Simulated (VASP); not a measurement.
# LaH3 (Fm-3m) in VASP: further runs, part 2 of 2

VASP 6.6.1.

## (3) Relaxation of cell and atoms, r2SCAN

POSCAR

```
LaH3
1.0
    0.0000000000      2.7864790000      2.7864790000
    2.7864790000      0.0000000000      2.7864790000
    2.7864790000      2.7864790000      0.0000000000
La H
1 3
Direct
    0.0000000000      0.0000000000      0.0000000000
    0.5000000000      0.5000000000      0.5000000000
    0.7500000000      0.7500000000      0.7500000000
    0.2500000000      0.2500000000      0.2500000000
```

INCAR.step1

```
ALGO     = Normal         # electronic algorithm
EDIFF    = 1E-4           # SCF threshold, eV
ENCUT    = 600            # plane-wave cutoff, eV
GGA      = PE             # functional
ISMEAR   = 1              # smearing method
LASPH    = T              # aspherical terms in the spheres
LCHARG   = F              # write CHGCAR
LREAL    = F              # projectors in reciprocal space
LWAVE    = T              # write WAVECAR
NELM     = 60             # most SCF steps
PREC     = Accurate       # precision mode
SIGMA    = 0.02           # smearing width, eV
```

INCAR.step2

```
ALGO     = Normal         # electronic algorithm
EDIFF    = 1E-6           # SCF threshold, eV
EDIFFG   = -0.01          # ionic threshold
ENCUT    = 600            # plane-wave cutoff, eV
IBRION   = 2              # ionic algorithm
ISIF     = 3              # what is computed and relaxed
ISMEAR   = 1              # smearing method
ISTART   = 1            
LASPH    = T              # aspherical terms in the spheres
LCHARG   = F              # write CHGCAR
LMIXTAU  = T            
LREAL    = F              # projectors in reciprocal space
LWAVE    = F              # write WAVECAR
METAGGA  = R2SCAN         # meta-GGA
NELM     = 60             # most SCF steps
NSW      = 60             # ionic steps
PREC     = Accurate       # precision mode
SIGMA    = 0.02           # smearing width, eV
```

KPOINTS

```
k-points
0
Gamma
  6 6 6
```

Potentials or basis: VASP PAW PBE potentials, release 64 (La, H).

Launch:

```
> cat potpaw_PBE.64/La/POTCAR potpaw_PBE.64/H/POTCAR > POTCAR
> cp INCAR.step1 INCAR
> mpirun -np 1 vasp_std > vasp.out
> cp INCAR.step2 INCAR
> mpirun -np 1 vasp_std > vasp.out
```

OUTCAR:

```text
EDIFF = 1E-6
   EDIFFG = -0.01
   ENCUT = 600
   IBRION = 2
   ISIF = 3
   ISMEAR = 1
   ISTART = 1
   LASPH = T
   LREAL = F
   METAGGA = R2SCAN
   NELM = 60
   NSW = 60
   PREC = Accurate

 ion  position               nearest neighbor table
   1  0.000  0.000  0.000-
   2  0.500  0.500  0.500-
   3  0.750  0.750  0.750-
   4  0.250  0.250  0.250-

  LATTYP: Found a face centered cubic cell.
 ALAT       =     5.5729580000

  Lattice vectors:

 A1 = (   0.0000000000,   2.7864790000,   2.7864790000)
 A2 = (   2.7864790000,   0.0000000000,   2.7864790000)
 A3 = (   2.7864790000,   2.7864790000,   0.0000000000)

Analysis of symmetry for initial positions (statically):
=====================================================================
 Subroutine PRICEL returns:
[... 175 lines left out ...]
  Total       -0.1650918     -0.1650918     -0.1650918     -0.0000000      0.0000000      0.0000000
  in kB       -6.1127811     -6.1127811     -6.1127811     -0.0000000      0.0000000      0.0000000
  external PRESSURE =      -6.1127811 kB  Pullay stress =       0.0000000 kB
[... 63 lines left out ...]
--------------------------------------- Ionic step        3  -------------------------------------------

 number of electron      14.0000001 magnetization

 Free energy of the ion-electron system (eV)
  ---------------------------------------------------
  ext. energy  EPLUGINS =         0.00000000
  ---------------------------------------------------
  free energy    TOTEN  =       -42.84632012 eV

  energy without entropy =      -42.84632549  energy(sigma->0) =      -42.84632191

 E-fermi :   8.0966     XC(G=0): -10.5162

 val. band max:        8.0797347831   @ k =   0.0000   0.0000   0.0000
 cond. band min:       8.2229592452   @ k =   0.5000   0.0000   0.0000
 fundamental gap:      0.1432244621
 Fermi energy:         8.0965724268

 k-point     1 :       0.0000    0.0000    0.0000
  band No.  band energies     occupation
      1     -26.8095      2.00000
      2      -9.5922      2.00000
      3      -9.5922      2.00000
      4      -9.5922      2.00000
      5      -0.5234      2.00000
      6       4.4869      2.00000
      7       8.0797      2.00000
      8       8.3592     -0.00000
      9       8.3592     -0.00000
     10       8.3592     -0.00000
     11       9.3706      0.00000
[... 239 lines left out ...]
  FREE ENERGIE OF THE ION-ELECTRON SYSTEM (eV)
  ---------------------------------------------------
  free  energy   TOTEN  =       -42.8463201205 eV

  energy  without entropy=      -42.8463254889  energy(sigma->0) =      -42.84632191

 reached required accuracy - stopping structural energy minimisation
```

OUTCAR.step1:

```text
EDIFF = 1E-4
   ENCUT = 600
   GGA = PE
   ISMEAR = 1
[... 441 lines left out ...]
      0.00000      0.00000      0.00000         0.000000     -0.000000     -0.000000
      2.78648      2.78648      2.78648         0.000000     -0.000000     -0.000000
      4.17972      4.17972      4.17972         0.000000      0.000000      0.000000
      1.39324      1.39324      1.39324        -0.000000     -0.000000     -0.000000
 -----------------------------------------------------------------------------------
    total drift:                                0.000000     -0.000000      0.000000

  FREE ENERGIE OF THE ION-ELECTRON SYSTEM (eV)
  ---------------------------------------------------
  free  energy   TOTEN  =       -17.3347887131 eV

  energy  without entropy=      -17.3347110082  energy(sigma->0) =      -17.33476281
```

OSZICAR.step1:

```text
N       E                     dE             d eps       ncg     rms          rms(c)
DAV:   1     0.118337579620E+03    0.11834E+03   -0.57447E+03   360   0.190E+03
DAV:   2    -0.116855798747E+02   -0.13002E+03   -0.12665E+03   552   0.241E+02
DAV:   3    -0.176368034199E+02   -0.59512E+01   -0.59373E+01   451   0.980E+01
DAV:   4    -0.180265854681E+02   -0.38978E+00   -0.38919E+00   666   0.179E+01
DAV:   5    -0.180371407014E+02   -0.10555E-01   -0.10538E-01   608   0.294E+00    0.553E+00
DAV:   6    -0.174471858971E+02    0.58995E+00   -0.10299E+00   628   0.810E+00    0.270E+00
DAV:   7    -0.173318199329E+02    0.11537E+00   -0.57804E-01   610   0.563E+00    0.707E-01
DAV:   8    -0.173352196996E+02   -0.33998E-02   -0.59700E-02   644   0.312E+00    0.323E-01
DAV:   9    -0.173364101646E+02   -0.11905E-02   -0.29816E-02   639   0.189E+00    0.223E-01
DAV:  10    -0.173348015156E+02    0.16086E-02   -0.78891E-03   631   0.959E-01    0.349E-02
DAV:  11    -0.173347887131E+02    0.12803E-04   -0.38230E-04   688   0.205E-01
   1 F= -.17334789E+02 E0= -.17334763E+02  d E =-.777049E-04
```

Wall time 3.4 min (1 thread of Intel Xeon Platinum 8375C at 2.90GHz (Ice Lake), shared host); peak memory 0.2 GiB.

Results:

* Free energy: -42.8463 eV
* Relaxed volume: 10.79 Å³/atom
* Relaxed cell: a = 3.938 Å, b = 3.938 Å, c = 3.938 Å, α = 60.00°, β = 60.00°, γ = 60.00°
* Space group after relaxing (to 0.05 Å): Fm-3m (No. 225)
* Energy gained by relaxing: 0.0 meV/atom
* Ionic steps: 3
* Pressure after relaxing: 0.0 GPa
* Band gap on the k mesh: 0.14 eV, indirect (least direct gap 0.28 eV)

Final structure:
```
La H
1.0
     0.00000    2.78435    2.78435
     2.78435    0.00000    2.78435
     2.78435    2.78435    0.00000
La H
1 3
Direct
  0.00000 0.00000 0.00000
  0.50000 0.50000 0.50000
  0.75000 0.75000 0.75000
  0.25000 0.25000 0.25000
```

Caveat: the PAW data sets were made with another functional, which shifts forces and pressure a little; spin-orbit coupling is left out, which moves the levels of the heavy elements. A k mesh can miss the band edges.
